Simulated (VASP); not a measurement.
# W (I4/mmm) in VASP: single point with PBE

Aim: the single point of W with PBE.

Everything below comes from runs of VASP 6.6.1. Logs are shortened: lines on timing, memory, paths and dates and some standing lists are left out, and cuts for length are marked.

## Step 1: The cell of the first run

It takes space group I4/mmm (No. 139, tetragonal). Conventional cell: a = 2.791 Å, b = 2.791 Å, c = 4.186 Å, α = 90.00°, β = 90.00°, γ = 90.00°. W (site symmetry 4/mmm) has 12 W at 2.79 to 2.88 Å within 3.7 Å.

## Step 2: Single point, PBE

File INCAR:

```
SYSTEM = W
PREC     = Accurate       ! precision mode
ENCUT    = 520            ! plane-wave cutoff, eV
EDIFF    = 1E-6           ! SCF threshold, eV
ISMEAR   = 0              ! smearing method
SIGMA    = 0.15           ! smearing width, eV
LREAL    = .FALSE.        ! projectors in reciprocal space
LASPH    = .TRUE.         ! aspherical terms in the spheres
NELM     = 80             ! most SCF steps
ALGO     = Fast           ! electronic algorithm
ISIF     = 2              ! what is computed and relaxed
LWAVE    = .FALSE.        ! write WAVECAR
LCHARG   = .FALSE.        ! write CHGCAR
GGA      = PE             ! functional
NBANDS   = 13             ! bands
```

File KPOINTS:

```
regular mesh
0
G
  24 24 24
  0 0 0
```

File POSCAR:

```
W
1.0
   -1.3953700763      1.3953700763      2.0930551145
    1.3953700763     -1.3953700763      2.0930551145
    1.3953700763      1.3953700763     -2.0930551145
W
1
Direct
    0.0000000000      0.0000000000      0.0000000000
```

Potentials or basis: VASP PAW PBE potentials, release 64 (W_sv).

Started as:

```
$ cat potpaw_PBE.64/W_sv/POTCAR > POTCAR
$ mpirun -np 1 vasp_std > vasp.out
```

OUTCAR:

```text
SYSTEM = W
   PREC = Accurate
   ENCUT = 520
   EDIFF = 1E-6
   ISMEAR = 0
   LREAL = .FALSE.
   LASPH = .TRUE.
   NELM = 80
   ISIF = 2
   GGA = PE

 ion  position               nearest neighbor table
   1  0.000  0.000  0.000-

  LATTYP: Found a body centered tetragonal cell.
 ALAT       =     2.7907401526
 C/A-ratio  =     1.5000000000

  Lattice vectors:

 A1 = (  -1.3953700763,   1.3953700763,   2.0930551145)
 A2 = (   1.3953700763,  -1.3953700763,   2.0930551145)
 A3 = (   1.3953700763,   1.3953700763,  -2.0930551145)

Analysis of symmetry for initial positions (statically):
=====================================================================
 Subroutine PRICEL returns:
 Original cell was already a primitive cell.

 Routine SETGRP: Setting up the symmetry group for a
 body centered tetragonal supercell.

 Subroutine GETGRP returns: Found 16 space group operations
 (whereof 16 operations were pure point group operations)
 out of a pool of 16 trial point group operations.

The static configuration has the point symmetry D_4h.

Analysis of symmetry for dynamics (positions and initial velocities):
=====================================================================
 Subroutine PRICEL returns:
 Original cell was already a primitive cell.

 Routine SETGRP: Setting up the symmetry group for a
 body centered tetragonal supercell.

 Subroutine GETGRP returns: Found 16 space group operations
 (whereof 16 operations were pure point group operations)
 out of a pool of 16 trial point group operations.

The dynamic configuration has the point symmetry D_4h.

 Subroutine INISYM returns: Found 16 space group operations
 (whereof 16 operations are pure point group operations),
 and found     1 'primitive' translations

----------------------------------------------------------------------------------------

                                     Primitive cell

  volume of cell :      16.3012

  direct lattice vectors                    reciprocal lattice vectors
    -1.395370076  1.395370076  2.093055114     0.000000000  0.358327879  0.238885253
     1.395370076 -1.395370076  2.093055114     0.358327879  0.000000000  0.238885253
     1.395370076  1.395370076 -2.093055114     0.358327879  0.358327879  0.000000000

  length of vectors
     2.876629106  2.876629106  2.876629106     0.430656514  0.430656514  0.506752146

  position of ions in fractional coordinates (direct lattice)
     0.000000000  0.000000000  0.000000000

  ion indices of the primitive-cell ions
   primitive index   ion index
                 1           1

----------------------------------------------------------------------------------------

 KPOINTS: regular mesh

Automatic generation of k-mesh.
 Grid dimensions read from file:
 generate k-points for:   24   24   24

 Generating k-lattice:

  Cartesian coordinates                     Fractional coordinates (reciprocal lattice)
     0.000000000  0.014930328  0.009953552     0.041666667  0.000000000 -0.000000000
     0.014930328  0.000000000  0.009953552     0.000000000  0.041666667 -0.000000000
     0.014930328  0.014930328  0.000000000     0.000000000  0.000000000  0.041666667

  Length of vectors
     0.017944021  0.017944021  0.021114673

  Shift w.r.t. Gamma in fractional coordinates (k-lattice)
     0.000000000  0.000000000  0.000000000

 Subroutine IBZKPT returns following result:
 ===========================================

 Found   1063 irreducible k-points:

 Following reciprocal coordinates:
            Coordinates               Weight
  0.000000  0.000000  0.000000      1.000000
  0.041667  0.000000 -0.000000      8.000000
  0.083333  0.000000 -0.000000      8.000000
  0.125000  0.000000  0.000000      8.000000
  0.166667  0.000000  0.000000      8.000000
  0.208333  0.000000 -0.000000      8.000000
[... 16 lines left out ...]
  0.416667  0.041667 -0.000000     16.000000
  0.458333  0.041667  0.000000     16.000000
 [... further k-points ...]
   k-points           NKPTS =   1063   k-points in BZ     NKDIM =   1063   number of bands    NBANDS=     13
   number of dos      NEDOS =    301   number of ions     NIONS =      1
   total plane-waves  NPLWV =  13824
   dimension x,y,z NGX =    24 NGY =   24 NGZ =   24
   dimension x,y,z NGXF=    48 NGYF=   48 NGZF=   48
   ions per type =               1
   NGX,Y,Z   is equivalent  to a cutoff of  13.87, 13.87, 13.87 a.u.
   NGXF,Y,Z  is equivalent  to a cutoff of  27.74, 27.74, 27.74 a.u.
 SYSTEM =  W
   PREC   = accura    normal or accurate (medium, high low for compatibility)
   ISTART =      0    job   : 0-new  1-cont  2-samecut
   ICHARG =      2    charge: 1-file 2-atom 10-const
   ISPIN  =      1    spin polarized calculation?
   LNONCOLLINEAR =      F non collinear calculations
   LSORBIT =      F    spin-orbit coupling
   LASPH  =      T    aspherical Exc in radial PAW
   ENCUT  =  520.0 eV  38.22 Ry    6.18 a.u.   5.35  5.35  5.35*2*pi/ulx,y,z
   NELM   =     80;   NELMIN=  2; NELMDL= -5     # of ELM steps
   EDIFF  = 0.1E-05   stopping-criterion for ELM
   LREAL  =      F    real-space projection
   EDIFFG = 0.1E-04   stopping-criterion for IOM
   NSW    =      0    number of steps for IOM
   IBRION =     -1    ionic relax: 0-MD 1-quasi-New 2-CG
   NFREE  =      0    steps in history (QN), initial steepest desc. (CG)
   ISIF   =      2    stress and relaxation
   ISYM   =      2    0-nonsym 1-usesym 2-fastsym
   POTIM  = 0.5000    time-step for ionic-motion
   TEBEG  =    0.0;   TEEND  =   0.0 temperature during run
   PSTRESS=    0.0 pullay stress
   NELECT =      14.0000    total number of electrons
   NUPDOWN=      -1.0000    fix difference up-down
   EMIN   =  10.00;   EMAX   =-10.00  energy-range for DOS
   EFERMI =   0.00;   METHOD = LEGACY
   ISMEAR =     0;   SIGMA  =   0.15  broadening in eV -4-tet -1-fermi 0-gaus
   EFERMI_NEDOS =   21; number of points for ismear=-14 and -15
   IALGO  =     68    algorithm
   IMIX   =      4    mixing-type and parameters
     AMIX     =   0.40;   BMIX     =  1.00
     AMIX_MAG =   1.60;   BMIX_MAG =  1.00
  volume/ion in A,a.u.               =      16.30       110.01
  Fermi-wavevector in a.u.,A,eV,Ry     =   1.556125  2.940649 32.946829  2.421524
  Thomas-Fermi vector in A             =   2.659966
   LORBIT       =      0    0 simple, 1 ext, 2 COOP (PROOUT), +10 PAW based schemes
   GGA     = PE    functional components
   LHFCALC =     F    Hartree Fock is set to
   AEXX    =    0.0000 exact exchange contribution
   IVDW    =     0    specifies the selected vdW correction
   LEPSILON=     F    determine dielectric tensor
   LRPA    =     F    only Hartree local field effects (RPA)
 non-spin polarized calculation
 RMM-DIIS sequential band-by-band and
 Gauss-broadening in eV      SIGMA  =   0.15
  energy-cutoff  :      520.00
  volume of cell :       16.30
 maximum number of plane-waves:       452
 NGX is ok and might be reduce to    24
   NGX = 11   NGY = 11   NGZ = 11

 number of electron      14.0000001 magnetization

 Free energy of the ion-electron system (eV)
  ---------------------------------------------------
  ext. energy  EPLUGINS =         0.00000000
  ---------------------------------------------------
  free energy    TOTEN  =       -12.50559882 eV

  energy without entropy =      -12.49280520  energy(sigma->0) =      -12.49920201

 E-fermi :  10.6756     XC(G=0): -13.4733

 val. band max:       10.6739194709   @ k =  -0.1250   0.3750   0.0417
 cond. band min:      10.6765586338   @ k =   0.1250   0.0417   0.0000
 fundamental gap:      0.0026391629
 Fermi energy:        10.6756193188

 k-point     1 :       0.0000    0.0000    0.0000
  band No.  band energies     occupation
      1     -63.0871      2.00000
      2     -26.7469      2.00000
      3     -26.6862      2.00000
      4     -26.6862      2.00000
      5       1.5561      2.00000
      6       9.4956      2.00000
      7      10.3125      1.99938
      8      10.3125      1.99938
      9      12.5214      0.00000
     10      13.7520      0.00000
     11      23.4307      0.00000
     12      27.4103      0.00000
     13      29.2959      0.00000

 k-point     2 :       0.0417    0.0000   -0.0000
  band No.  band energies     occupation
      1     -63.0853      2.00000
      2     -26.7564      2.00000
      3     -26.7019      2.00000
      4     -26.6881      2.00000
      5       1.6336      2.00000
      6       9.5073      2.00000
      7      10.2737      1.99985
      8      10.3496      1.99789
      9      12.4977      0.00000
     10      13.7072      0.00000
     11      23.5886      0.00000
     12      27.4286      0.00000
     13      29.0187      0.00000

 k-point     3 :       0.0833    0.0000   -0.0000
  band No.  band energies     occupation
      1     -63.0798      2.00000
      2     -26.7998      2.00000
      3     -26.7317      2.00000
      4     -26.6936      2.00000
      5       1.8617      2.00000
      6       9.5120      2.00000
      7      10.1924      1.99999
      8      10.4548      1.96264
      9      12.4429      0.00000
     10      13.5864      0.00000
     11      24.0352      0.00000
     12      27.2140      0.00000
     13      28.7937      0.00000
[... 305 lines left out ...]
 k-point    23 :       0.4167    0.0417   -0.0000
  band No.  band energies     occupation
      1     -62.9812      2.00000
      2     -27.8223      2.00000
      3     -26.9260      2.00000
      4     -26.8061      2.00000
      5       4.9902      2.00000
      6       9.4361      2.00000
      7      10.2096      1.99999
      8      10.7366      0.56514
      9      15.1555      0.00000
     10      15.6011      0.00000
     11      21.3952      0.00000
     12      23.6937      0.00000
     13      29.7559      0.00000

 k-point    24 :       0.4583    0.0417    0.0000
  band No.  band energies     occupation
      1     -62.9767      2.00000
      2     -27.8669      2.00000
      3     -26.9349      2.00000
      4     -26.8092      2.00000
      5       5.0112      2.00000
      6       9.3940      2.00000
      7      10.1504      2.00000
      8      11.1037      0.00005
      9      15.4702      0.00000
     10      15.8453      0.00000
     11      21.0360      0.00000
     12      23.2385      0.00000
     13      29.2457      0.00000

 [... further k-points ...]

------------------------ aborting loop because EDIFF is reached ----------------------------------------

  FORCE on cell =-STRESS in cart. coord.  units (eV):
  Direction    XX          YY          ZZ          XY          YZ          ZX
  --------------------------------------------------------------------------------------
  -------------------------------------------------------------------------------------
  Total       -0.0911479     -0.0911479      1.1035062      0.0000000      0.0000000      0.0000000
  in kB       -8.9585543     -8.9585543    108.4590748      0.0000000      0.0000000      0.0000000
  external PRESSURE =      30.1806554 kB  Pullay stress =       0.0000000 kB

 VOLUME and BASIS-vectors are now :
 -----------------------------------------------------------------------------
  energy-cutoff  :      520.00
  volume of cell :       16.30
      direct lattice vectors                 reciprocal lattice vectors
    -1.395370076  1.395370076  2.093055114     0.000000000  0.358327879  0.238885253
     1.395370076 -1.395370076  2.093055114     0.358327879  0.000000000  0.238885253
     1.395370076  1.395370076 -2.093055114     0.358327879  0.358327879  0.000000000

 POSITION                                       TOTAL-FORCE (eV/Angst)
 -----------------------------------------------------------------------------------
      0.00000      0.00000      0.00000         0.000000      0.000000      0.000000
 -----------------------------------------------------------------------------------
    total drift:                               -0.000000      0.000000      0.000000

  FREE ENERGIE OF THE ION-ELECTRON SYSTEM (eV)
  ---------------------------------------------------
  free  energy   TOTEN  =       -12.5055988157 eV

  energy  without entropy=      -12.4928052047  energy(sigma->0) =      -12.49920201
```

Run time: 75 s. Hardware: 1 thread of Intel Xeon 6975P-C (Granite Rapids), shared host; peak memory 0.32 GiB.

What came out:

```yaml
Free_energy: -12.5056 eV
Pressure: 3.0 GPa
Band_gap_on_the_k_mesh: zero (band 7 reaches 14.07 eV, above the bottom of band 8 at 10.15 eV)
```

Caveat: spin-orbit coupling is left out, which moves the levels of the heavy elements.
